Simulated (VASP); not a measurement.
# ZrB2 (P6/mmm) in VASP: further runs

ZrB2 is run at these levels: PBE0, r2SCAN0; tasks: single point.

All numbers are computed with VASP 6.6.1; they aren't measurements. Logs are shortened: lines on timing, memory, paths and dates and some standing lists are left out, and cuts for length are marked.

### Step 1. The cell of the first run

Symmetry: P6/mmm, No. 191, hexagonal system. The conventional cell has a = 3.170 Å, b = 3.170 Å, c = 3.533 Å, α = 90.00°, β = 90.00°, γ = 120.00°. Zr (site symmetry 6/mmm) has 12 B at 2.54 Å and 6 Zr at 3.17 Å within 3.4 Å. Within 2.4 Å of B (site symmetry -6m2) lie 3 B at 1.83 Å.

### Step 2. Single point, PBE0

Input file POSCAR:

```
ZrB2
1.0
    3.1700000000      0.0000000000      0.0000000000
   -1.5850000000      2.7453005300      0.0000000000
    0.0000000000      0.0000000000      3.5330000000
Zr B
1 2
Direct
    0.0000000000      0.0000000000      0.0000000000
    0.6666666667      0.3333333333      0.5000000000
    0.3333333333      0.6666666667      0.5000000000
```

Input file INCAR.step1:

```
ALGO = Normal
EDIFF = 1E-5
ENCUT = 520
GGA = PE
ISIF = 2
ISMEAR = -1
LASPH = T
LREAL = F
LWAVE = T
NBANDS = 16
NELM = 80
PREC = Accurate
SIGMA = 0.05
```

Input file INCAR.step2:

```
AEXX = 0.25
ALGO = Normal
EDIFF = 1E-6
ENCUT = 520
GGA = PE
ISIF = 2
ISMEAR = -1
ISTART = 1
LASPH = T
LCHARG = T
LELF = T
LHFCALC = T
LREAL = F
LVHAR = T
LWAVE = F
NBANDS = 16
NELM = 80
PREC = Accurate
PRECFOCK = Normal
SIGMA = 0.05
```

Input file KPOINTS:

```
k-points
0
Gamma
  6 6 4
```

Potentials or basis: VASP PAW PBE potentials, release 64 (Zr_sv, B).

The run is started by

```sh
cat potpaw_PBE.64/Zr_sv/POTCAR potpaw_PBE.64/B/POTCAR > POTCAR
cp INCAR.step1 INCAR
mpirun -np 1 vasp_std > vasp.out
cp INCAR.step2 INCAR
mpirun -np 1 vasp_std > vasp.out
```

OUTCAR:

```text
AEXX = 0.25
   EDIFF = 1E-6
   ENCUT = 520
   GGA = PE
   ISIF = 2
   ISMEAR = -1
   ISTART = 1
   LASPH = T
   LHFCALC = T
   LREAL = F
   NELM = 80
   PREC = Accurate
   PRECFOCK = Normal

 ion  position               nearest neighbor table
   1  0.000  0.000  0.000-   2 2.54   3 2.54   2 2.54   3 2.54   2 2.54   2 2.54   3 2.54   3 2.54
                             2 2.54   2 2.54   3 2.54   3 2.54
   2  0.667  0.333  0.500-   3 1.83   3 1.83   3 1.83   1 2.54   1 2.54   1 2.54   1 2.54   1 2.54
                             1 2.54
   3  0.333  0.667  0.500-   2 1.83   2 1.83   2 1.83   1 2.54   1 2.54   1 2.54   1 2.54   1 2.54
                             1 2.54

  LATTYP: Found a hexagonal cell.
 ALAT       =     3.1700000000
 C/A-ratio  =     1.1145110410

  Lattice vectors:

 A1 = (   3.1700000000,   0.0000000000,   0.0000000000)
 A2 = (  -1.5850000000,   2.7453005300,   0.0000000000)
 A3 = (   0.0000000000,   0.0000000000,   3.5330000000)

Analysis of symmetry for initial positions (statically):
=====================================================================
 Subroutine PRICEL returns:
 Original cell was already a primitive cell.

 Routine SETGRP: Setting up the symmetry group for a
 hexagonal supercell.

 Subroutine GETGRP returns: Found 24 space group operations
 (whereof 24 operations were pure point group operations)
 out of a pool of 24 trial point group operations.

The static configuration has the point symmetry D_6h.

Analysis of symmetry for dynamics (positions and initial velocities):
=====================================================================
 Subroutine PRICEL returns:
 Original cell was already a primitive cell.

 Routine SETGRP: Setting up the symmetry group for a
 hexagonal supercell.

 Subroutine GETGRP returns: Found 24 space group operations
 (whereof 24 operations were pure point group operations)
 out of a pool of 24 trial point group operations.

The dynamic configuration has the point symmetry D_6h.

 Subroutine INISYM returns: Found 24 space group operations
 (whereof 24 operations are pure point group operations),
 and found     1 'primitive' translations

----------------------------------------------------------------------------------------

                                     Primitive cell

  volume of cell :      30.7463

  direct lattice vectors                    reciprocal lattice vectors
     3.170000000  0.000000000  0.000000000     0.315457413  0.182129422  0.000000000
    -1.585000000  2.745300530  0.000000000     0.000000000  0.364258845  0.000000000
     0.000000000  0.000000000  3.533000000     0.000000000  0.000000000  0.283045570

  length of vectors
     3.170000000  3.170000000  3.533000000     0.364258845  0.364258845  0.283045570

  position of ions in fractional coordinates (direct lattice)
     0.000000000  0.000000000  0.000000000
     0.666666667  0.333333333  0.500000000
     0.333333333  0.666666667  0.500000000

  ion indices of the primitive-cell ions
   primitive index   ion index
                 1           1
                 2           2
                 3           3

----------------------------------------------------------------------------------------

 KPOINTS: k-points

Automatic generation of k-mesh.
 Grid dimensions read from file:
 generate k-points for:    6    6    4

 Generating k-lattice:

  Cartesian coordinates                     Fractional coordinates (reciprocal lattice)
     0.052576236  0.030354904  0.000000000     0.166666667  0.000000000  0.000000000
     0.000000000  0.060709807  0.000000000     0.000000000  0.166666667  0.000000000
     0.000000000  0.000000000  0.070761393     0.000000000  0.000000000  0.250000000

  Length of vectors
     0.060709807  0.060709807  0.070761393

  Shift w.r.t. Gamma in fractional coordinates (k-lattice)
     0.000000000  0.000000000  0.000000000

 Subroutine IBZKPT returns following result:
 ===========================================

 Found     21 irreducible k-points:

 Following reciprocal coordinates:
            Coordinates               Weight
  0.000000  0.000000  0.000000      1.000000
  0.166667  0.000000  0.000000      6.000000
  0.333333 -0.000000  0.000000      6.000000
  0.500000  0.000000  0.000000      3.000000
  0.166667  0.166667  0.000000      6.000000
  0.333333  0.166667  0.000000     12.000000
[... 13 lines left out ...]
  0.333333  0.166667  0.500000     12.000000
  0.333333  0.333333  0.500000      2.000000
   k-points           NKPTS =     21   k-points in BZ     NKDIM =    144   number of bands    NBANDS=     16
   number of dos      NEDOS =    301   number of ions     NIONS =      3
   total plane-waves  NPLWV =  16128
   dimension x,y,z NGX =    24 NGY =   24 NGZ =   28
   dimension x,y,z NGXF=    48 NGYF=   48 NGZF=   56
   ions per type =               1   2
   NGX,Y,Z   is equivalent  to a cutoff of  12.59, 12.59, 13.18 a.u.
   NGXF,Y,Z  is equivalent  to a cutoff of  25.17, 25.17, 26.35 a.u.
 SYSTEM =  unknown system
   PREC   = accura    normal or accurate (medium, high low for compatibility)
   ISTART =      1    job   : 0-new  1-cont  2-samecut
   ICHARG =      0    charge: 1-file 2-atom 10-const
   ISPIN  =      1    spin polarized calculation?
   LNONCOLLINEAR =      F non collinear calculations
   LSORBIT =      F    spin-orbit coupling
   LASPH  =      T    aspherical Exc in radial PAW
   ENCUT  =  520.0 eV  38.22 Ry    6.18 a.u.   5.89  5.89  6.57*2*pi/ulx,y,z
   NELM   =     80;   NELMIN=  2; NELMDL=  0     # of ELM steps
   EDIFF  = 0.1E-05   stopping-criterion for ELM
   LREAL  =      F    real-space projection
   EDIFFG = 0.1E-04   stopping-criterion for IOM
   NSW    =      0    number of steps for IOM
   IBRION =     -1    ionic relax: 0-MD 1-quasi-New 2-CG
   NFREE  =      0    steps in history (QN), initial steepest desc. (CG)
   ISIF   =      2    stress and relaxation
   ISYM   =      3    0-nonsym 1-usesym 2-fastsym
   POTIM  = 0.5000    time-step for ionic-motion
   TEBEG  =    0.0;   TEEND  =   0.0 temperature during run
   PSTRESS=    0.0 pullay stress
   NELECT =      18.0000    total number of electrons
   NUPDOWN=      -1.0000    fix difference up-down
   EMIN   =  10.00;   EMAX   =-10.00  energy-range for DOS
   EFERMI =   0.00;   METHOD = LEGACY
   ISMEAR =    -1;   SIGMA  =   0.05  broadening in eV -4-tet -1-fermi 0-gaus
   EFERMI_NEDOS =   21; number of points for ismear=-14 and -15
   IALGO  =     38    algorithm
   IMIX   =      1    mixing-type and parameters
     AMIX     =   0.40;   BMIX     =  1.00
     AMIX_MAG =   1.60;   BMIX_MAG =  1.00
  volume/ion in A,a.u.               =      10.25        69.16
  Fermi-wavevector in a.u.,A,eV,Ry     =   1.369519  2.588016 25.518847  1.875582
  Thomas-Fermi vector in A             =   2.495387
   LORBIT       =      0    0 simple, 1 ext, 2 COOP (PROOUT), +10 PAW based schemes
   GGA     = PE    functional components
   LHFCALC =     T    Hartree Fock is set to
   PRECFOCK=normal    Normal, Fast or Accurate (Low or Medium for compatibility)
   ENCUT4O =  -1.0   cutoff for four orbital integrals eV
   NKREDX  =     1    reduce k-point grid by
   NKREDY  =     1    reduce k-point grid by
   NKREDZ  =     1    reduce k-point grid by
   AEXX    =    0.2500 exact exchange contribution
   HFSCREEN=    0.0000 screening length (either q_TF or 0.3 A-1)
   HFSCREENC=   0.0000 screening length for correlation (either q_TF or 0.3 A-1)
   ENCUTFOCK=  -1.0 apply spherical cutoff to Coloumb kernel
   IVDW    =     0    specifies the selected vdW correction
   LEPSILON=     F    determine dielectric tensor
   LRPA    =     F    only Hartree local field effects (RPA)
 non-spin polarized calculation
  energy-cutoff  :      520.00
  volume of cell :       30.75
 maximum number of plane-waves:       840
 NGX is ok and might be reduce to    24
  NGX = 18; NGY = 18; NGZ = 20

 number of electron      18.0000000 magnetization

 Free energy of the ion-electron system (eV)
  ---------------------------------------------------
  ext. energy  EPLUGINS =         0.00000000
  ---------------------------------------------------
  free energy    TOTEN  =       -29.66237690 eV

  energy without entropy =      -29.65769071  energy(sigma->0) =      -29.66003380

 E-fermi :  10.4448     XC(G=0):  -9.7718

 val. band max:        9.5440916418   @ k =   0.3333   0.1667   0.0000
 cond. band min:      10.4997390785   @ k =   0.3333   0.1667   0.0000
 fundamental gap:      0.9556474366
 Fermi energy:        10.4448083117

 k-point     1 :       0.0000    0.0000    0.0000
  band No.  band energies     occupation
      1     -42.1717      2.00000
      2     -18.9978      2.00000
      3     -18.3713      2.00000
      4     -18.3713      2.00000
      5      -4.4577      2.00000
      6       7.0321      2.00000
[... 8 lines left out ...]
     15      16.6404      0.00000
     16      16.6404      0.00000

 k-point     2 :       0.1667    0.0000    0.0000
  band No.  band energies     occupation
      1     -42.1394      2.00000
      2     -18.9454      2.00000
      3     -18.6566      2.00000
      4     -18.4327      2.00000
      5      -3.8513      2.00000
      6       5.4252      2.00000
[... 8 lines left out ...]
     15      18.5686      0.00000
     16      18.6396      0.00000

 k-point     3 :       0.3333   -0.0000    0.0000
  band No.  band energies     occupation
      1     -42.0741      2.00000
      2     -19.1871      2.00000
      3     -18.8399      2.00000
      4     -18.5524      2.00000
      5      -2.2503      2.00000
      6       2.6731      2.00000
[... 8 lines left out ...]
     15      20.2482      0.00000
     16      21.8931      0.00000

 k-point     4 :       0.5000    0.0000    0.0000
  band No.  band energies     occupation
      1     -42.0412      2.00000
      2     -19.4357      2.00000
      3     -18.7867      2.00000
      4     -18.6107      2.00000
      5      -0.2017      2.00000
      6       0.2339      2.00000
[... 8 lines left out ...]
     15      19.5150      0.00000
     16      22.1380      0.00000

 k-point     5 :       0.1667    0.1667    0.0000
  band No.  band energies     occupation
      1     -42.0905      2.00000
      2     -19.0072      2.00000
      3     -18.8666      2.00000
      4     -18.5793      2.00000
      5      -2.7448      2.00000
      6       3.7912      2.00000
[... 8 lines left out ...]
     15      18.8633      0.00000
     16      20.3093      0.00000

 k-point     6 :       0.3333    0.1667    0.0000
  band No.  band energies     occupation
      1     -42.0412      2.00000
      2     -19.3045      2.00000
      3     -18.7874      2.00000
      4     -18.7597      2.00000
      5      -0.8085      2.00000
      6       1.5877      2.00000
[... 8 lines left out ...]
     15      20.8953      0.00000
     16      21.3796      0.00000
[... 210 lines left out ...]
 k-point    18 :       0.5000    0.0000    0.5000
  band No.  band energies     occupation
      1     -42.0201      2.00000
      2     -19.3652      2.00000
      3     -19.1357      2.00000
      4     -18.5588      2.00000
      5      -1.2837      2.00000
      6       1.9929      2.00000
[... 8 lines left out ...]
     15      19.9178      0.00000
     16      22.6768      0.00000

 k-point    19 :       0.1667    0.1667    0.5000
  band No.  band energies     occupation
      1     -42.0692      2.00000
      2     -19.2475      2.00000
      3     -18.9466      2.00000
      4     -18.5367      2.00000
      5      -1.7632      2.00000
      6       3.9735      2.00000
[... 8 lines left out ...]
     15      20.6859      0.00000
     16      20.9171      0.00000

 k-point    20 :       0.3333    0.1667    0.5000
  band No.  band energies     occupation
      1     -42.0200      2.00000
      2     -19.2357      2.00000
      3     -19.1361      2.00000
      4     -18.7059      2.00000
      5      -1.1371      2.00000
      6       1.7839      2.00000
[... 8 lines left out ...]
     15      19.7335      0.00000
     16      20.5197      0.00000

 k-point    21 :       0.3333    0.3333    0.5000
  band No.  band energies     occupation
      1     -42.0034      2.00000
      2     -19.0988      2.00000
      3     -19.0533      2.00000
      4     -19.0533      2.00000
      5       0.0535      2.00000
      6       0.0535      2.00000
[... 8 lines left out ...]
     15      18.3728      0.00000
     16      21.2845      0.00000

------------------------ aborting loop because EDIFF is reached ----------------------------------------

  FORCE on cell =-STRESS in cart. coord.  units (eV):
  Direction    XX          YY          ZZ          XY          YZ          ZX
  --------------------------------------------------------------------------------------
  -------------------------------------------------------------------------------------
  Total       -0.2742380     -0.2742380     -0.7252434      0.0000000      0.0000000      0.0000000
  in kB      -14.2904341    -14.2904341    -37.7921481      0.0000000      0.0000000      0.0000000
  external PRESSURE =     -22.1243387 kB  Pullay stress =       0.0000000 kB

 VOLUME and BASIS-vectors are now :
 -----------------------------------------------------------------------------
  energy-cutoff  :      520.00
  volume of cell :       30.75
      direct lattice vectors                 reciprocal lattice vectors
     3.170000000  0.000000000  0.000000000     0.315457413  0.182129422  0.000000000
    -1.585000000  2.745300530  0.000000000     0.000000000  0.364258845  0.000000000
     0.000000000  0.000000000  3.533000000     0.000000000  0.000000000  0.283045570

 POSITION                                       TOTAL-FORCE (eV/Angst)
 -----------------------------------------------------------------------------------
      0.00000      0.00000      0.00000        -0.000000      0.000000      0.000000
      1.58500      0.91510      1.76650        -0.000000      0.000000      0.000000
     -0.00000      1.83020      1.76650         0.000000     -0.000000     -0.000000
 -----------------------------------------------------------------------------------
    total drift:                                0.000000      0.000000     -0.000000

  FREE ENERGIE OF THE ION-ELECTRON SYSTEM (eV)
  ---------------------------------------------------
  free  energy   TOTEN  =       -29.6623768992 eV

  energy  without entropy=      -29.6576907079  energy(sigma->0) =      -29.66003380
```

Run time: 30 min. Hardware: 1 thread of Oxide Virtual Turin-like, shared host; peak memory 0.13 GiB.

Results:

- Free energy: -29.6624 eV
- Pressure: -2.2 GPa
- Band gap on the k mesh: zero (band 9 reaches 11.48 eV, above the bottom of band 10 at 10.50 eV)

Caveat: the k points lie up to 0.44 Å⁻¹ apart; the PAW data sets were made with another functional, which shifts forces and pressure a little.

### Step 3. Single point, r2SCAN0

POSCAR is that of step 2.

Input file INCAR.step1:

```
PREC = Accurate
ENCUT = 520
EDIFF = 1E-5
ISMEAR = -1
SIGMA = 0.05
LREAL = F
LASPH = T
NELM = 60
ALGO = Normal
ISIF = 2
LWAVE = T
LCHARG = F
GGA = PE
NBANDS = 16
```

Input file INCAR.step2:

```
PREC = Accurate
ENCUT = 520
EDIFF = 1E-6
ISMEAR = -1
SIGMA = 0.05
LREAL = F
LASPH = T
NELM = 60
ALGO = Normal
ISIF = 2
LWAVE = F
LCHARG = F
METAGGA = R2SCAN
LHFCALC = T
AEXX = 0.25
LMIXTAU = T
PRECFOCK = Normal
ISTART = 1
NBANDS = 16
```

Input file KPOINTS:

```
regular mesh
0
Gamma
  6 6 4
```

Potentials or basis: VASP PAW PBE potentials, release 64 (Zr_sv, B).

The run is started by

```sh
cat potpaw_PBE.64/Zr_sv/POTCAR potpaw_PBE.64/B/POTCAR > POTCAR
cp INCAR.step1 INCAR
mpirun -np 1 vasp_std > vasp.out
cp INCAR.step2 INCAR
mpirun -np 1 vasp_std > vasp.out
```

Wall time 31 min (1 thread of Oxide Virtual Turin-like, shared host); peak memory 0.13 GiB.

The run converged. Its results:

```
Free energy            : -41.4740 eV
Pressure               : -1.8 GPa
Band gap on the k mesh : zero (band 9 reaches 11.58 eV, above the bottom of band 10 at 10.58 eV)
```

Stress tensor (GPa, compression positive):
```
-1.19  0.00  0.00
 0.00 -1.19  0.00
 0.00  0.00 -2.93
```

Levels at points of the mesh, in eV from the Fermi level:
| k point | band 7 | band 8 | band 9 | band 10 | band 11 | band 12 |
| --- | --- | --- | --- | --- | --- | --- |
| (0.00, 0.00, 0.00) | -3.48 | -3.31 | -3.25 | 4.74 | 4.74 | 5.58 |
| (0.50, 0.00, 0.00) | -4.90 | -4.09 | -3.40 | 3.02 | 3.42 | 6.40 |
| (0.00, 0.00, 0.50) | -1.51 | -1.51 | 1.06 | 1.06 | 1.53 | 1.53 |
| (0.50, 0.00, 0.50) | -5.80 | -5.31 | -3.09 | 5.07 | 5.17 | 6.80 |

Caveat: the k points lie up to 0.44 Å⁻¹ apart; the PAW data sets were made with another functional, which shifts forces and pressure a little.
